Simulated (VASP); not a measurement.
# AlAs3 (P6_322) in VASP: relaxation of cell and atoms with PBE

Aim: the relaxation of cell and atoms of AlAs3 with PBE.

All numbers are computed with VASP 6.6.1; they aren't measurements. Logs are shortened: lines on timing, memory, paths and dates and some standing lists are left out, and cuts for length are marked.

### 1 The cell of the first run

It takes space group P6_322 (No. 182, hexagonal). Conventional cell: a = 5.259 Å, b = 5.259 Å, c = 7.302 Å, α = 90.00°, β = 90.00°, γ = 120.00°. Al (site symmetry 32) has 6 As at 2.65 Å within 3.5 Å. Within 3.4 Å of As (site symmetry 2) lie 6 As at 2.51 to 3.33 Å and 2 Al at 2.65 Å.

The cell was generated, and may not be a known phase.

### 2 Relaxation of cell and atoms, PBE

INCAR reads:

```
SYSTEM = AlAs3
ALGO = Normal
EDIFF = 1E-7
EDIFFG = -0.01
ENCUT = 600
GGA = PE
IBRION = 2
ISIF = 3
ISMEAR = 0
LASPH = .TRUE.
LCHARG = .FALSE.
LREAL = .FALSE.
LWAVE = .FALSE.
NELM = 60
NSW = 100
PREC = Accurate
SIGMA = 0.1
```

KPOINTS reads:

```
k-points
0
G
  12 12 6
  0 0 0
```

POSCAR reads:

```
AlAs3
1.0
    5.2589334855      0.0000000000      0.0000000000
   -2.6294667427      4.5543699953      0.0000000000
    0.0000000000      0.0000000000      7.3017420019
Al As
2 6
Direct
    0.6666666667      0.3333333333      0.2500000000
    0.3333333333      0.6666666667      0.7500000000
    0.2751004903      0.2751004903      0.0000000000
    0.7248995097      0.7248995097      0.5000000000
    0.2751004903      0.0000000000      0.5000000000
    0.0000000000      0.7248995097      0.0000000000
    0.7248995097      0.0000000000      0.0000000000
    0.0000000000      0.2751004903      0.5000000000
```

Potentials or basis: VASP PAW PBE potentials, release 64 (Al, As).

Started as:

```bash
$ cat potpaw_PBE.64/Al/POTCAR potpaw_PBE.64/As/POTCAR > POTCAR
$ mpirun -np 1 vasp_std > vasp.out
```

OUTCAR:

```text
SYSTEM = AlAs3
   EDIFF = 1E-7
   EDIFFG = -0.01
   ENCUT = 600
   GGA = PE
   IBRION = 2
   ISIF = 3
   ISMEAR = 0
   LASPH = .TRUE.
   LREAL = .FALSE.
   NELM = 60
   NSW = 100
   PREC = Accurate

 ion  position               nearest neighbor table
   1  0.667  0.333  0.250-   8 2.65   7 2.65   5 2.65   6 2.65   3 2.65   4 2.65
   2  0.333  0.667  0.750-   6 2.65   5 2.65   7 2.65   8 2.65   4 2.65   3 2.65
   3  0.275  0.275  0.000-   7 2.51   6 2.51   1 2.65   2 2.65
   4  0.725  0.725  0.500-   5 2.51   8 2.51   2 2.65   1 2.65
   5  0.275  0.000  0.500-   8 2.51   4 2.51   2 2.65   1 2.65
   6  0.000  0.725  0.000-   7 2.51   3 2.51   2 2.65   1 2.65
   7  0.725  0.000  0.000-   6 2.51   3 2.51   1 2.65   2 2.65
   8  0.000  0.275  0.500-   5 2.51   4 2.51   1 2.65   2 2.65

  LATTYP: Found a hexagonal cell.
 ALAT       =     5.2589334855
 C/A-ratio  =     1.3884453991

  Lattice vectors:

 A1 = (   5.2589334855,   0.0000000000,   0.0000000000)
 A2 = (  -2.6294667427,   4.5543699953,   0.0000000000)
 A3 = (   0.0000000000,   0.0000000000,   7.3017420019)

Analysis of symmetry for initial positions (statically):
=====================================================================
 Subroutine PRICEL returns:
 Original cell was already a primitive cell.

 Routine SETGRP: Setting up the symmetry group for a
 hexagonal supercell.

 Subroutine GETGRP returns: Found 12 space group operations
 (whereof  6 operations were pure point group operations)
 out of a pool of 24 trial point group operations.

The static configuration has the point symmetry D_3 .
 The point group associated with its full space group is D_6 .

Analysis of symmetry for dynamics (positions and initial velocities):
=====================================================================
 Subroutine PRICEL returns:
 Original cell was already a primitive cell.

 Routine SETGRP: Setting up the symmetry group for a
 hexagonal supercell.

 Subroutine GETGRP returns: Found 12 space group operations
 (whereof  6 operations were pure point group operations)
 out of a pool of 24 trial point group operations.

The dynamic configuration has the point symmetry D_3 .
 The point group associated with its full space group is D_6 .

 Subroutine INISYM returns: Found 12 space group operations
 (whereof  6 operations are pure point group operations),
 and found     1 'primitive' translations

----------------------------------------------------------------------------------------

                                     Primitive cell

  volume of cell :     174.8850

  direct lattice vectors                    reciprocal lattice vectors
     5.258933486  0.000000000  0.000000000     0.190152624  0.109784668  0.000000000
    -2.629466743  4.554369995  0.000000000     0.000000000  0.219569337  0.000000000
     0.000000000  0.000000000  7.301742002     0.000000000  0.000000000  0.136953620

  length of vectors
     5.258933486  5.258933486  7.301742002     0.219569337  0.219569337  0.136953620

  position of ions in fractional coordinates (direct lattice)
     0.666666667  0.333333333  0.250000000
     0.333333333  0.666666667  0.750000000
     0.275100490  0.275100490  0.000000000
     0.724899510  0.724899510  0.500000000
     0.275100490  0.000000000  0.500000000
     0.000000000  0.724899510  0.000000000
     0.724899510  0.000000000  0.000000000
     0.000000000  0.275100490  0.500000000

  ion indices of the primitive-cell ions
   primitive index   ion index
                 1           1
                 2           2
                 3           3
                 4           4
                 5           5
                 6           6
                 7           7
                 8           8

----------------------------------------------------------------------------------------

 KPOINTS: k-points

Automatic generation of k-mesh.
 Grid dimensions read from file:
 generate k-points for:   12   12    6

 Generating k-lattice:

  Cartesian coordinates                     Fractional coordinates (reciprocal lattice)
     0.015846052  0.009148722  0.000000000     0.083333333  0.000000000  0.000000000
     0.000000000  0.018297445  0.000000000     0.000000000  0.083333333  0.000000000
     0.000000000  0.000000000  0.022825603     0.000000000  0.000000000  0.166666667

  Length of vectors
     0.018297445  0.018297445  0.022825603

  Shift w.r.t. Gamma in fractional coordinates (k-lattice)
     0.000000000  0.000000000  0.000000000

 Subroutine IBZKPT returns following result:
 ===========================================

 Found     76 irreducible k-points:

 Following reciprocal coordinates:
            Coordinates               Weight
  0.000000  0.000000  0.000000      1.000000
  0.083333  0.000000  0.000000      6.000000
  0.166667 -0.000000  0.000000      6.000000
  0.250000 -0.000000  0.000000      6.000000
  0.333333  0.000000  0.000000      6.000000
  0.416667  0.000000  0.000000      6.000000
[... 16 lines left out ...]
  0.250000 -0.000000  0.166667     12.000000
  0.333333  0.000000  0.166667     12.000000
 [... further k-points ...]
   k-points           NKPTS =     76   k-points in BZ     NKDIM =     76   number of bands    NBANDS=     23
   number of dos      NEDOS =    301   number of ions     NIONS =      8
   total plane-waves  NPLWV = 105840
   dimension x,y,z NGX =    42 NGY =   42 NGZ =   60
   dimension x,y,z NGXF=    84 NGYF=   84 NGZF=  120
   ions per type =               2   6
   NGX,Y,Z   is equivalent  to a cutoff of  13.28, 13.28, 13.66 a.u.
   NGXF,Y,Z  is equivalent  to a cutoff of  26.55, 26.55, 27.32 a.u.
 SYSTEM =  AlAs3
   PREC   = accura    normal or accurate (medium, high low for compatibility)
   ISTART =      0    job   : 0-new  1-cont  2-samecut
   ICHARG =      2    charge: 1-file 2-atom 10-const
   ISPIN  =      1    spin polarized calculation?
   LNONCOLLINEAR =      F non collinear calculations
   LSORBIT =      F    spin-orbit coupling
   LASPH  =      T    aspherical Exc in radial PAW
   ENCUT  =  600.0 eV  44.10 Ry    6.64 a.u.  10.50 10.50 14.58*2*pi/ulx,y,z
   NELM   =     60;   NELMIN=  2; NELMDL= -5     # of ELM steps
   EDIFF  = 0.1E-06   stopping-criterion for ELM
   LREAL  =      F    real-space projection
   EDIFFG = -.1E-01   stopping-criterion for IOM
   NSW    =    100    number of steps for IOM
   IBRION =      2    ionic relax: 0-MD 1-quasi-New 2-CG
   NFREE  =      1    steps in history (QN), initial steepest desc. (CG)
   ISIF   =      3    stress and relaxation
   ISYM   =      2    0-nonsym 1-usesym 2-fastsym
   POTIM  = 0.5000    time-step for ionic-motion
   TEBEG  =    0.0;   TEEND  =   0.0 temperature during run
   PSTRESS=    0.0 pullay stress
   NELECT =      36.0000    total number of electrons
   NUPDOWN=      -1.0000    fix difference up-down
   EMIN   =  10.00;   EMAX   =-10.00  energy-range for DOS
   EFERMI =   0.00;   METHOD = LEGACY
   ISMEAR =     0;   SIGMA  =   0.10  broadening in eV -4-tet -1-fermi 0-gaus
   EFERMI_NEDOS =   21; number of points for ismear=-14 and -15
   IALGO  =     38    algorithm
   IMIX   =      4    mixing-type and parameters
     AMIX     =   0.40;   BMIX     =  1.00
     AMIX_MAG =   1.60;   BMIX_MAG =  1.00
  volume/ion in A,a.u.               =      21.86       147.52
  Fermi-wavevector in a.u.,A,eV,Ry     =   0.966625  1.826657 12.712801  0.934365
  Thomas-Fermi vector in A             =   2.096443
   LORBIT       =      0    0 simple, 1 ext, 2 COOP (PROOUT), +10 PAW based schemes
   GGA     = PE    functional components
   LHFCALC =     F    Hartree Fock is set to
   AEXX    =    0.0000 exact exchange contribution
   IVDW    =     0    specifies the selected vdW correction
   LEPSILON=     F    determine dielectric tensor
   LRPA    =     F    only Hartree local field effects (RPA)
 conjugate gradient relaxation of ions
 non-spin polarized calculation
 Gauss-broadening in eV      SIGMA  =   0.10
  energy-cutoff  :      600.00
  volume of cell :      174.88
 maximum number of plane-waves:      5873
 NGX is ok and might be reduce to    42
   NGX = 21   NGY = 21   NGZ = 29

--------------------------------------- Ionic step        1  -------------------------------------------

 number of electron      35.9999999 magnetization

 Free energy of the ion-electron system (eV)
  ---------------------------------------------------
  ext. energy  EPLUGINS =         0.00000000
  ---------------------------------------------------
  free energy    TOTEN  =       -34.24908224 eV

  energy without entropy =      -34.23209228  energy(sigma->0) =      -34.24058726

------------------------ aborting loop because EDIFF is reached ----------------------------------------

  FORCE on cell =-STRESS in cart. coord.  units (eV):
  Direction    XX          YY          ZZ          XY          YZ          ZX
  --------------------------------------------------------------------------------------
  -------------------------------------------------------------------------------------
  Total        0.6335387      0.6335387     -0.0395264      0.0000000      0.0000000      0.0000000
  in kB        5.8040513      5.8040513     -0.3621140      0.0000000      0.0000000      0.0000000
  external PRESSURE =       3.7486629 kB  Pullay stress =       0.0000000 kB
[... 195 lines left out ...]
  energy  without entropy=      -34.2340276065  energy(sigma->0) =      -34.24250985

--------------------------------------- Ionic step        6  -------------------------------------------

 number of electron      35.9999999 magnetization

 Free energy of the ion-electron system (eV)
  ---------------------------------------------------
  ext. energy  EPLUGINS =         0.00000000
  ---------------------------------------------------
  free energy    TOTEN  =       -34.25123063 eV

  energy without entropy =      -34.23441113  energy(sigma->0) =      -34.24282088

 E-fermi :   4.5612     XC(G=0):  -9.6172

 val. band max:        4.5492355975   @ k =   0.0833   0.0000   0.1667
 cond. band min:       4.5665875529   @ k =   0.2500  -0.0000   0.5000
 fundamental gap:      0.0173519554
 Fermi energy:         4.5611640294

 k-point     1 :       0.0000    0.0000    0.0000
  band No.  band energies     occupation
      1      -9.2624      2.00000
      2      -8.5464      2.00000
      3      -4.2520      2.00000
      4      -4.2520      2.00000
      5      -3.9913      2.00000
      6      -3.9913      2.00000
[... 613 lines left out ...]
     22       6.5447      0.00000
     23       7.2817      0.00000

 [... further k-points ...]

------------------------ aborting loop because EDIFF is reached ----------------------------------------

  FORCE on cell =-STRESS in cart. coord.  units (eV):
  Direction    XX          YY          ZZ          XY          YZ          ZX
  --------------------------------------------------------------------------------------
  -------------------------------------------------------------------------------------
  Total        0.0037283      0.0037283      0.0006907      0.0000000      0.0000000      0.0000000
  in kB        0.0340116      0.0340116      0.0063010      0.0000000      0.0000000      0.0000000
  external PRESSURE =       0.0247747 kB  Pullay stress =       0.0000000 kB
[... 23 lines left out ...]
  FREE ENERGIE OF THE ION-ELECTRON SYSTEM (eV)
  ---------------------------------------------------
  free  energy   TOTEN  =       -34.2512306308 eV

  energy  without entropy=      -34.2344111293  energy(sigma->0) =      -34.24282088

 reached required accuracy - stopping structural energy minimisation
```

Run time: 13 min. Hardware: 1 thread of AMD EPYC 9R14 (Zen 4), shared host; peak memory 0.5 GiB.

What came out:

* Free energy: -34.2512 eV
* Relaxed volume: 21.95 Å³/atom
* Relaxed cell: a = 5.278 Å, b = 5.278 Å, c = 7.280 Å, α = 90.00°, β = 90.00°, γ = 120.00°
* Space group after relaxing (to 0.1 Å): P6_322 (No. 182)
* Energy gained by relaxing: 0.3 meV/atom
* Ionic steps: 6
* Pressure after relaxing: 0.0 GPa
* Largest force after relaxing: 0.006 eV/Å
* Band gap on the k mesh: zero (bands 18 and 19 overlap by 0.67 eV)

Forces in eV/Å, atoms in the order of the input:
```
Al   0.000  0.000  0.000
Al   0.000  0.000  0.000
As  -0.003 -0.005  0.000
As   0.003  0.005  0.000
As  -0.006  0.000  0.000
As  -0.003  0.005  0.000
As   0.006  0.000  0.000
As   0.003 -0.005  0.000
```

Step by step:
```csv
step,energy change (eV),largest force (eV/Å),pressure (GPa),volume (Å³)
1,0.0000,0.0434,0.37,174.88
2,-0.0011,0.0587,-0.26,176.18
3,-0.0017,0.0211,-0.03,175.69
4,-0.0017,0.0225,-0.03,175.71
5,-0.0019,0.0169,-0.02,175.68
6,-0.0021,0.0057,0.00,175.63
```

Final structure:
```
Al As
1.0
     5.27777    0.00000    0.00000
    -2.63888    4.57068    0.00000
     0.00000    0.00000    7.28049
Al As
2 6
Direct
  0.66667 0.33333 0.25000
  0.33333 0.66667 0.75000
  0.27485 0.27485 0.00000
  0.72515 0.72515 0.50000
  0.27485 0.00000 0.50000
  0.00000 0.72515 0.00000
  0.72515 0.00000 0.00000
  0.00000 0.27485 0.50000
```

Levels at points of the mesh, in eV from the Fermi level:
```csv
k point,band 15,band 16,band 17,band 18,band 19,band 20,band 21,band 22
"(0.00, 0.00, 0.00)",-2.48,-0.70,-0.70,-0.69,-0.37,-0.37,0.71,2.79
"(0.50, 0.00, 0.00)",-1.12,-0.64,-0.58,0.07,0.68,0.84,2.06,2.11
"(0.00, 0.00, 0.50)",-1.83,-1.83,-0.05,-0.05,0.19,0.19,3.00,3.00
"(0.50, 0.00, 0.50)",-1.35,-1.35,-0.34,-0.34,0.39,0.39,2.18,2.18
```

Caveat: semilocal functionals underestimate gaps, and a narrow one can read as zero.
